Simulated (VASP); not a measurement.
Here is a VASP 6.6.1 calculation.

Contents of INCAR:

```
SYSTEM = Cd4SeS3
  ALGO = Normal
  EDIFF = 1E-7
  ENCUT = 520
  GGA = PE
  ISIF = 2
  ISMEAR = 0
  LASPH = .True.
  LCHARG = .False.
  LREAL = .False.
  LWAVE = .False.
  NBANDS = 46
  NELM = 60
  PREC = Accurate
  SIGMA = 0.02
```

The input KPOINTS:

```
k-points
0
Gamma
  6 6 6
  0 0 0
```

File POSCAR:

```
Cd4SeS3
1.0
   -2.9353632169      2.9353632169      5.8666161910
    2.9353632169     -2.9353632169      5.8666161910
    2.9353632169      2.9353632169     -5.8666161910
Cd Se S
4 1 3
Direct
    0.8855726201      0.3706887032      0.0000000000
    0.3706887032      0.8855726201      0.0000000000
    0.1144273799      0.1144273799      0.4851160831
    0.6293112968      0.6293112968      0.5148839169
    0.5000000000      0.5000000000      0.0000000000
    0.7500000000      0.2500000000      0.5000000000
    0.2500000000      0.7500000000      0.5000000000
    0.0000000000      0.0000000000      0.0000000000
```

Potentials or basis: VASP PAW PBE potentials, release 64 (Cd, Se, S).

The run is started by

```sh
$ cat potpaw_PBE.64/Cd/POTCAR potpaw_PBE.64/Se/POTCAR potpaw_PBE.64/S/POTCAR > POTCAR
$ mpirun -np 1 vasp_std > vasp.out
```

Problem. Predict the band gap on the k mesh.

Solution. 1.02 eV.

Problem. What does it give for the pressure?

Solution. 4.1 GPa.

Forces in eV/Å, atoms in the order of the input:
```
Cd  -0.001  0.001  0.001
Cd   0.001 -0.001  0.001
Cd  -0.001 -0.001 -0.001
Cd   0.001  0.001 -0.001
Se   0.000  0.000  0.000
S    0.000  0.000  0.000
S    0.000  0.000  0.000
S    0.000  0.000  0.000
```

Caveat: the cell stands under pressure.
